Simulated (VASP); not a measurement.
# CO2 (P1) in VASP: a series of runs

CO2 is run at these levels: PBE; tasks: single point.

Everything below comes from runs of VASP 6.6.1. Logs are shortened: lines on timing, memory, paths and dates and some standing lists are left out, and cuts for length are marked.

### 1 The cell of the first run

The typed cell holds 6 atoms: a = 3.556 Å, b = 3.556 Å, c = 6.587 Å, α = 90.00°, β = 90.00°, γ = 84.34°.

### 2 Single point, PBE (one atom moved)

INCAR reads:

```
  PREC = Accurate
  ENCUT = 520
  EDIFF = 1E-6
  ISMEAR = 0
  SIGMA = 0.02
  LREAL = False
  LASPH = True
  NELM = 80
  ALGO = Normal
  ISIF = 2
  LWAVE = False
  LCHARG = False
  GGA = PE
  NBANDS = 25
```

KPOINTS reads:

```
Automatic mesh
0
Gamma
  6 6 4
```

POSCAR reads:

```
CO2
1.0
    2.6359112300     -2.3873781200      0.0000000000
    2.6359112300      2.3873781200      0.0000000000
    0.0000000000      0.0000000000      6.5871749100
C O
2 4
Direct
    0.0000000000      0.0000000000      0.0000000000
    0.5000000000      0.5000000000      0.5000000000
    0.8065085700      0.1934914300      0.8918433900
    0.1934914300      0.8065085700      0.1081566100
    0.6934914300      0.3065085700      0.3918433900
    0.3873004646      0.7503407411      0.6196425658
```

Potentials or basis: VASP PAW PBE potentials, release 64 (C, O).

Launch:

```console
cat potpaw_PBE.64/C/POTCAR potpaw_PBE.64/O/POTCAR > POTCAR
mpirun -np 1 vasp_std > vasp.out
```

OUTCAR:

```text
PREC = Accurate
   ENCUT = 520
   EDIFF = 1E-6
   ISMEAR = 0
   LREAL = False
   LASPH = True
   NELM = 80
   ISIF = 2
   GGA = PE

 ion  position               nearest neighbor table
   1  0.000  0.000  0.000-   3 1.17   4 1.17
   2  0.500  0.500  0.500-   5 1.17   6 1.23
   3  0.807  0.193  0.892-   1 1.17
   4  0.193  0.807  0.108-   1 1.17
   5  0.693  0.307  0.392-   2 1.17
   6  0.387  0.750  0.620-   2 1.23

  LATTYP: Found a base centered orthorhombic cell.
 ALAT       =     4.7747562400
 B/A-ratio  =     1.1041029521
 C/A-ratio  =     1.3795834968

  Lattice vectors:

 A1 = (  -2.6359112300,  -2.3873781200,   0.0000000000)
 A2 = (   2.6359112300,  -2.3873781200,   0.0000000000)
 A3 = (   0.0000000000,   0.0000000000,   6.5871749100)

Analysis of symmetry for initial positions (statically):
=====================================================================
 Subroutine PRICEL returns:
 Original cell was already a primitive cell.

 Routine SETGRP: Setting up the symmetry group for a
 base centered orthorhombic supercell.

 Subroutine GETGRP returns: Found  1 space group operations
 (whereof  1 operations were pure point group operations)
 out of a pool of  8 trial point group operations.

The static configuration has the point symmetry C_1 .

Analysis of symmetry for dynamics (positions and initial velocities):
=====================================================================
 Subroutine PRICEL returns:
 Original cell was already a primitive cell.

 Routine SETGRP: Setting up the symmetry group for a
 base centered orthorhombic supercell.

 Subroutine GETGRP returns: Found  1 space group operations
 (whereof  1 operations were pure point group operations)
 out of a pool of  8 trial point group operations.

The dynamic configuration has the point symmetry C_1 .

 Subroutine INISYM returns: Found  1 space group operations
 (whereof  1 operations are pure point group operations),
 and found     1 'primitive' translations

----------------------------------------------------------------------------------------

                                     Primitive cell

  volume of cell :      82.9051

  direct lattice vectors                    reciprocal lattice vectors
     2.635911230 -2.387378120  0.000000000     0.189687723 -0.209434775  0.000000000
     2.635911230  2.387378120  0.000000000     0.189687723  0.209434775  0.000000000
     0.000000000  0.000000000  6.587174910     0.000000000  0.000000000  0.151810148

  length of vectors
     3.556346763  3.556346763  6.587174910     0.282567439  0.282567439  0.151810148

  position of ions in fractional coordinates (direct lattice)
     0.000000000  0.000000000  0.000000000
     0.500000000  0.500000000  0.500000000
     0.806508570  0.193491430  0.891843390
     0.193491430  0.806508570  0.108156610
     0.693491430  0.306508570  0.391843390
     0.387300465  0.750340741  0.619642566

  ion indices of the primitive-cell ions
   primitive index   ion index
                 1           1
                 2           2
                 3           3
                 4           4
                 5           5
                 6           6

----------------------------------------------------------------------------------------

 KPOINTS: Automatic mesh

Automatic generation of k-mesh.
 Grid dimensions read from file:
 generate k-points for:    6    6    4

 Generating k-lattice:

  Cartesian coordinates                     Fractional coordinates (reciprocal lattice)
     0.031614621 -0.034905796  0.000000000     0.166666667 -0.000000000  0.000000000
     0.031614621  0.034905796  0.000000000    -0.000000000  0.166666667  0.000000000
     0.000000000  0.000000000  0.037952537     0.000000000  0.000000000  0.250000000

  Length of vectors
     0.047094573  0.047094573  0.037952537

  Shift w.r.t. Gamma in fractional coordinates (k-lattice)
     0.000000000  0.000000000  0.000000000

 Subroutine IBZKPT returns following result:
 ===========================================

 Found     76 irreducible k-points:

 Following reciprocal coordinates:
            Coordinates               Weight
  0.000000  0.000000  0.000000      1.000000
  0.166667 -0.000000  0.000000      2.000000
  0.000000 -0.166667  0.000000      2.000000
  0.333333  0.000000  0.000000      2.000000
 -0.000000 -0.333333  0.000000      2.000000
  0.500000  0.000000  0.000000      1.000000
[... 16 lines left out ...]
 -0.166667  0.000000  0.250000      2.000000
  0.000000 -0.166667 -0.250000      2.000000
 [... further k-points ...]
   k-points           NKPTS =     76   k-points in BZ     NKDIM =     76   number of bands    NBANDS=     25
   number of dos      NEDOS =    301   number of ions     NIONS =      6
   total plane-waves  NPLWV =  39200
   dimension x,y,z NGX =    28 NGY =   28 NGZ =   50
   dimension x,y,z NGXF=    56 NGYF=   56 NGZF=  100
   ions per type =               2   4
   NGX,Y,Z   is equivalent  to a cutoff of  13.09, 13.09, 12.62 a.u.
   NGXF,Y,Z  is equivalent  to a cutoff of  26.18, 26.18, 25.24 a.u.
 SYSTEM =  unknown system
   PREC   = accura    normal or accurate (medium, high low for compatibility)
   ISTART =      0    job   : 0-new  1-cont  2-samecut
   ICHARG =      2    charge: 1-file 2-atom 10-const
   ISPIN  =      1    spin polarized calculation?
   LNONCOLLINEAR =      F non collinear calculations
   LSORBIT =      F    spin-orbit coupling
   LASPH  =      T    aspherical Exc in radial PAW
   ENCUT  =  520.0 eV  38.22 Ry    6.18 a.u.   6.61  6.61 12.25*2*pi/ulx,y,z
   NELM   =     80;   NELMIN=  2; NELMDL= -5     # of ELM steps
   EDIFF  = 0.1E-05   stopping-criterion for ELM
   LREAL  =      F    real-space projection
   EDIFFG = 0.1E-04   stopping-criterion for IOM
   NSW    =      0    number of steps for IOM
   IBRION =     -1    ionic relax: 0-MD 1-quasi-New 2-CG
   NFREE  =      0    steps in history (QN), initial steepest desc. (CG)
   ISIF   =      2    stress and relaxation
   ISYM   =      2    0-nonsym 1-usesym 2-fastsym
   POTIM  = 0.5000    time-step for ionic-motion
   TEBEG  =    0.0;   TEEND  =   0.0 temperature during run
   PSTRESS=    0.0 pullay stress
   NELECT =      32.0000    total number of electrons
   NUPDOWN=      -1.0000    fix difference up-down
   EMIN   =  10.00;   EMAX   =-10.00  energy-range for DOS
   EFERMI =   0.00;   METHOD = LEGACY
   ISMEAR =     0;   SIGMA  =   0.02  broadening in eV -4-tet -1-fermi 0-gaus
   EFERMI_NEDOS =   21; number of points for ismear=-14 and -15
   IALGO  =     38    algorithm
   IMIX   =      4    mixing-type and parameters
     AMIX     =   0.40;   BMIX     =  1.00
     AMIX_MAG =   1.60;   BMIX_MAG =  1.00
  volume/ion in A,a.u.               =      13.82        93.25
  Fermi-wavevector in a.u.,A,eV,Ry     =   1.191968  2.252492 19.330976  1.420787
  Thomas-Fermi vector in A             =   2.328017
   LORBIT       =      0    0 simple, 1 ext, 2 COOP (PROOUT), +10 PAW based schemes
   GGA     = PE    functional components
   LHFCALC =     F    Hartree Fock is set to
   AEXX    =    0.0000 exact exchange contribution
   IVDW    =     0    specifies the selected vdW correction
   LEPSILON=     F    determine dielectric tensor
   LRPA    =     F    only Hartree local field effects (RPA)
 non-spin polarized calculation
 Gauss-broadening in eV      SIGMA  =   0.02
  energy-cutoff  :      520.00
  volume of cell :       82.91
 maximum number of plane-waves:      2260
 NGX is ok and might be reduce to    28
   NGX = 13   NGY = 13   NGZ = 25

 number of electron      32.0000003 magnetization

 Free energy of the ion-electron system (eV)
  ---------------------------------------------------
  ext. energy  EPLUGINS =         0.00000000
  ---------------------------------------------------
  free energy    TOTEN  =       -45.60242103 eV

  energy without entropy =      -45.60242103  energy(sigma->0) =      -45.60242103

 E-fermi :  -2.7686     XC(G=0):  -8.1973

 val. band max:       -2.9653811946   @ k =   0.5000   0.5000   0.0000
 cond. band min:       2.3425876488   @ k =   0.0000   0.0000   0.0000
 fundamental gap:      5.3079688434
 Fermi energy:        -2.7685798994

 k-point     1 :       0.0000    0.0000    0.0000
  band No.  band energies     occupation
      1     -23.8873      2.00000
      2     -23.7106      2.00000
      3     -22.6733      2.00000
      4     -22.0343      2.00000
      5      -8.4355      2.00000
      6      -8.2472      2.00000
[... 17 lines left out ...]
     24      11.9473      0.00000
     25      13.3948      0.00000

 k-point     2 :       0.1667   -0.0000    0.0000
  band No.  band energies     occupation
      1     -23.8530      2.00000
      2     -23.6984      2.00000
      3     -22.6853      2.00000
      4     -22.0363      2.00000
      5      -8.5332      2.00000
      6      -8.3035      2.00000
[... 17 lines left out ...]
     24      11.5209      0.00000
     25      12.8414      0.00000

 k-point     3 :       0.0000   -0.1667    0.0000
  band No.  band energies     occupation
      1     -23.8489      2.00000
      2     -23.6894      2.00000
      3     -22.6852      2.00000
      4     -22.0525      2.00000
      5      -8.6026      2.00000
      6      -8.2864      2.00000
[... 17 lines left out ...]
     24      11.8043      0.00000
     25      12.7565      0.00000

 k-point     4 :       0.3333    0.0000    0.0000
  band No.  band energies     occupation
      1     -23.7743      2.00000
      2     -23.6805      2.00000
      3     -22.7128      2.00000
      4     -22.0409      2.00000
      5      -8.6547      2.00000
      6      -8.3837      2.00000
[... 17 lines left out ...]
     24      10.7215      0.00000
     25      11.8473      0.00000
[... 477 lines left out ...]
 k-point    22 :       0.1667   -0.0000    0.2500
  band No.  band energies     occupation
      1     -23.8341      2.00000
      2     -23.7203      2.00000
      3     -22.6822      2.00000
      4     -22.0366      2.00000
      5      -8.4854      2.00000
      6      -8.4343      2.00000
[... 17 lines left out ...]
     24      11.6535      0.00000
     25      12.7981      0.00000

 k-point    23 :      -0.1667    0.0000    0.2500
  band No.  band energies     occupation
      1     -23.8371      2.00000
      2     -23.7165      2.00000
      3     -22.6839      2.00000
      4     -22.0357      2.00000
      5      -8.5888      2.00000
      6      -8.2865      2.00000
[... 17 lines left out ...]
     24      11.6643      0.00000
     25      12.7527      0.00000

 k-point    24 :       0.0000   -0.1667   -0.2500
  band No.  band energies     occupation
      1     -23.8321      2.00000
      2     -23.7088      2.00000
      3     -22.6835      2.00000
      4     -22.0519      2.00000
      5      -8.6476      2.00000
      6      -8.3061      2.00000
[... 17 lines left out ...]
     24      11.9667      0.00000
     25      12.9323      0.00000

 [... further k-points ...]
[... 5 lines left out ...]
  --------------------------------------------------------------------------------------
  -------------------------------------------------------------------------------------
  Total        0.5566660      0.5687024      0.2795305     -0.7302133     -2.5172521     -1.0911596
  in kB       10.7578153     10.9904247      5.4020496    -14.1116927    -48.6470048    -21.0871404
  external PRESSURE =       9.0500965 kB  Pullay stress =       0.0000000 kB

 VOLUME and BASIS-vectors are now :
 -----------------------------------------------------------------------------
  energy-cutoff  :      520.00
  volume of cell :       82.91
      direct lattice vectors                 reciprocal lattice vectors
     2.635911230 -2.387378120  0.000000000     0.189687723 -0.209434775  0.000000000
     2.635911230  2.387378120  0.000000000     0.189687723  0.209434775  0.000000000
     0.000000000  0.000000000  6.587174910     0.000000000  0.000000000  0.151810148

 POSITION                                       TOTAL-FORCE (eV/Angst)
 -----------------------------------------------------------------------------------
      0.00000      0.00000      0.00000        -0.005029      0.061960     -0.087137
      2.63591      0.00000      3.29359         3.100855      2.684759      3.096634
      2.63591     -1.46350      5.87473         0.064354      0.572491     -0.390083
      2.63591      1.46350      0.71245        -0.010407     -0.662130      0.531698
      2.63591     -0.92387      2.58114        -0.819825     -0.354628     -0.672524
      2.99872      0.86671      4.08169        -2.329947     -2.302452     -2.478588
 -----------------------------------------------------------------------------------
    total drift:                                0.000422     -0.000308      0.000450

  FREE ENERGIE OF THE ION-ELECTRON SYSTEM (eV)
  ---------------------------------------------------
  free  energy   TOTEN  =       -45.6024210260 eV

  energy  without entropy=      -45.6024210260  energy(sigma->0) =      -45.60242103
```

It took 2 min on 1 thread of Intel Xeon Platinum 8259CL at 2.50GHz (Skylake/Cascade Lake), shared host; peak memory 0.26 GiB.

Results:

| Item | Value |
| --- | --- |
| Free energy | -45.6024 eV |
| Pressure | 0.9 GPa |
| Largest force | 5.139 eV/Å |
| Band gap on the k mesh | 5.31 eV, indirect (least direct gap 5.75 eV) |

Forces on the atoms (eV/Å):
```
C   -0.005  0.062 -0.087
C    3.101  2.685  3.097
O    0.064  0.572 -0.390
O   -0.010 -0.662  0.532
O   -0.820 -0.355 -0.673
O   -2.330 -2.302 -2.479
```

Stress tensor (GPa, compression positive):
```
 1.08 -1.41 -2.11
-1.41  1.10 -4.86
-2.11 -4.86  0.54
```

Caveat: the cell differs from its parent crystal (one atom moved); forces of over 1 eV/Å act on the atoms, so gaps and moduli don't describe the material at rest. A k mesh can miss the band edges.

### 3 Single point, PBE (atoms moved at random and the cell strained at random)

INCAR reads:

```
SYSTEM = CO2
PREC = Accurate
ENCUT = 520
EDIFF = 1E-6
ISMEAR = 0
SIGMA = 0.02
LREAL = .False.
LASPH = .True.
NELM = 100
ALGO = Normal
ISIF = 2
LWAVE = .False.
LCHARG = .False.
GGA = PE
NBANDS = 25
```

KPOINTS reads:

```
regular mesh
0
Gamma
  6 6 4
  0 0 0
```

POSCAR reads:

```
CO2
1.0
    2.7453046003     -2.5428793154      0.0397070138
    2.7083957346      2.5021281278      0.0657294354
    0.1317434982      0.0359001033      6.7214874064
C O
2 4
Direct
    0.0169839206     -0.0092750115     -0.0021648127
    0.4856260921      0.5388853555      0.4916170436
    0.8355034904      0.1665337558      0.9136433273
    0.2021168760      0.8435333715      0.1040638084
    0.6815106738      0.2767049145      0.3724526798
    0.2782589471      0.6836176143      0.6203879536
```

Potentials or basis: VASP PAW PBE potentials, release 64 (C, O).

Launch:

```console
cat potpaw_PBE.64/C/POTCAR potpaw_PBE.64/O/POTCAR > POTCAR
mpirun -np 1 vasp_std > vasp.out
```

It took 2.1 min on 1 thread of Intel Xeon Platinum 8259CL at 2.50GHz (Skylake/Cascade Lake), shared host; peak memory 0.26 GiB.

Results (log left out):

```
Free energy            : -42.5644 eV
Pressure               : 4.4 GPa
Largest force          : 17.518 eV/Å
Band gap on the k mesh : 3.79 eV, indirect (least direct gap 4.04 eV)
```

Forces in eV/Å, atoms in the order of the input:
```
C    0.302 -6.351  4.208
C   -3.179 -3.773 -0.708
O   -0.920 14.367 -9.981
O    0.601 -7.966  5.736
O    1.847  8.387  5.646
O    1.349 -4.664 -4.901
```

Stress tensor (GPa, compression positive):
```
  0.18  -4.14   1.10
 -4.14  10.53 -42.45
  1.10 -42.45   2.54
```

Levels at points of the mesh, in eV from the valence-band top:
| k point | band 13 | band 14 | band 15 | band 16 | band 17 | band 18 | band 19 | band 20 |
| --- | --- | --- | --- | --- | --- | --- | --- | --- |
| (0.00, 0.00, 0.00) | -0.93 | -0.74 | -0.31 | -0.25 | 3.79 | 5.47 | 6.53 | 8.42 |
| (0.50, 0.00, 0.00) | -0.65 | -0.43 | -0.26 | -0.09 | 4.15 | 5.93 | 7.63 | 8.53 |
| (0.00, 0.50, 0.00) | -0.85 | -0.44 | -0.28 | -0.09 | 4.90 | 5.34 | 7.72 | 9.07 |
| (0.50, 0.50, 0.00) | -0.84 | -0.52 | -0.16 | 0.00 | 5.12 | 5.83 | 7.93 | 9.44 |
| (0.00, 0.00, 0.50) | -0.89 | -0.67 | -0.39 | -0.29 | 3.88 | 5.52 | 6.93 | 7.74 |
| (0.50, 0.00, 0.50) | -0.71 | -0.48 | -0.21 | -0.07 | 4.17 | 5.94 | 7.58 | 8.55 |
| (0.00, 0.50, 0.50) | -0.91 | -0.49 | -0.24 | -0.07 | 4.91 | 5.36 | 7.66 | 9.08 |
| (0.50, 0.50, 0.50) | -0.70 | -0.39 | -0.31 | -0.13 | 5.15 | 5.86 | 8.04 | 9.33 |

Caveat: the cell differs from its parent crystal (atoms moved at random and the cell strained at random); forces of over 1 eV/Å act on the atoms, so gaps and moduli don't describe the material at rest. A k mesh can miss the band edges.

### 4 Single point, PBE (atoms moved at random and the cell strained at random)

Edit INCAR of step 3 so:

```diff
@@ -12,4 +12,6 @@
 LWAVE = .False.
-LCHARG = .False.
+LCHARG = .True.
 GGA = PE
+LELF = .True.
+LVHAR = .True.
 NBANDS = 25
```

KPOINTS reads:

```
Automatic mesh
0
Gamma
  6 6 4
  0 0 0
```

POSCAR reads:

```
CO2
1.0
    2.7109941316     -2.5497669501     -0.0972343484
    2.7380669995      2.5796581834     -0.0434705931
   -0.1758116983      0.0741715895      6.7514590523
C O
2 4
Direct
   -0.0198647973      0.0052171113      0.0278283183
    0.5156174618      0.4840221316      0.4914379076
    0.7925269326      0.2263394084      0.8756072946
    0.2181584323      0.7863523417      0.1205579810
    0.6948960222      0.3282534676      0.3677784453
    0.2986680428      0.6698134451      0.6167885350
```

Launch:

```console
cat potpaw_PBE.64/C/POTCAR potpaw_PBE.64/O/POTCAR > POTCAR
mpirun -np 1 vasp_std > vasp.out
```

Run time: 2.9 min. Hardware: 1 thread of Intel Xeon Platinum 8259CL at 2.50GHz (Skylake/Cascade Lake), shared host; peak memory 0.27 GiB.

It converged, with:

| Item | Value |
| --- | --- |
| Free energy | -41.8009 eV |
| Pressure | -24.3 GPa |
| Largest force | 10.778 eV/Å |
| Band gap on the k mesh | 3.33 eV, indirect (least direct gap 3.67 eV) |

Forces in eV/Å, atoms in the order of the input:
```
C    1.432 -1.116 -4.116
C   -0.474  4.495  2.903
O   -1.104 -7.299  7.853
O   -0.333  8.409 -3.831
O   -0.325  2.834  3.133
O    0.804 -7.323 -5.941
```

Stress tensor (GPa, compression positive):
```
  1.05   0.54   3.25
  0.54 -45.30   6.11
  3.25   6.11 -28.74
```

Levels at points of the mesh, in eV from the valence-band top:
| k point | band 13 | band 14 | band 15 | band 16 | band 17 | band 18 | band 19 | band 20 |
| --- | --- | --- | --- | --- | --- | --- | --- | --- |
| (0.00, 0.00, 0.00) | -0.88 | -0.77 | -0.38 | -0.34 | 3.33 | 4.44 | 5.63 | 5.65 |
| (0.50, 0.00, 0.00) | -0.59 | -0.52 | -0.37 | -0.19 | 3.95 | 4.81 | 5.71 | 6.42 |
| (0.00, 0.50, 0.00) | -0.75 | -0.47 | -0.37 | -0.19 | 3.59 | 5.20 | 5.60 | 6.27 |
| (0.50, 0.50, 0.00) | -0.94 | -0.70 | -0.23 | 0.00 | 4.05 | 5.47 | 6.18 | 6.54 |
| (0.00, 0.00, 0.50) | -0.77 | -0.61 | -0.53 | -0.46 | 3.57 | 4.51 | 5.54 | 5.77 |
| (0.50, 0.00, 0.50) | -0.68 | -0.59 | -0.32 | -0.15 | 4.00 | 4.83 | 5.75 | 6.36 |
| (0.00, 0.50, 0.50) | -0.83 | -0.52 | -0.35 | -0.15 | 3.65 | 5.22 | 5.61 | 6.25 |
| (0.50, 0.50, 0.50) | -0.71 | -0.50 | -0.47 | -0.15 | 4.16 | 5.47 | 6.08 | 6.53 |

Caveat: the cell differs from its parent crystal (atoms moved at random and the cell strained at random); forces of over 1 eV/Å act on the atoms, so gaps and moduli don't describe the material at rest. A k mesh can miss the band edges.

### 5 Summary

```tsv
cell	gap on the mesh (eV)	pressure (GPa)	largest force (eV/Å)
a = 3.556, b = 3.556, c = 6.587 Å, angles 90.0, 90.0, 84.3°, 6 atoms	5.31	0.9	5.14
a = 3.742, b = 3.688, c = 6.723 Å, angles 87.9, 88.8, 85.5°, 6 atoms	3.79	4.4	17.52
a = 3.723, b = 3.762, c = 6.754 Å, angles 91.3, 93.0, 86.5°, 6 atoms	3.33	-24.3	10.78
```

Alike in all rows: task single point; level PBE; potentials or basis VASP PAW PBE potentials, release 64 (C, O); no spin polarisation; k mesh 6 × 6 × 4; cutoff (eV) 520; smearing gaussian 0.02 eV.

Caveats: forces of over 1 eV/Å act on the atoms, so gaps and moduli don't describe the material at rest.

Total energies depend on the potentials used, so only differences within one code and one set of settings carry meaning.
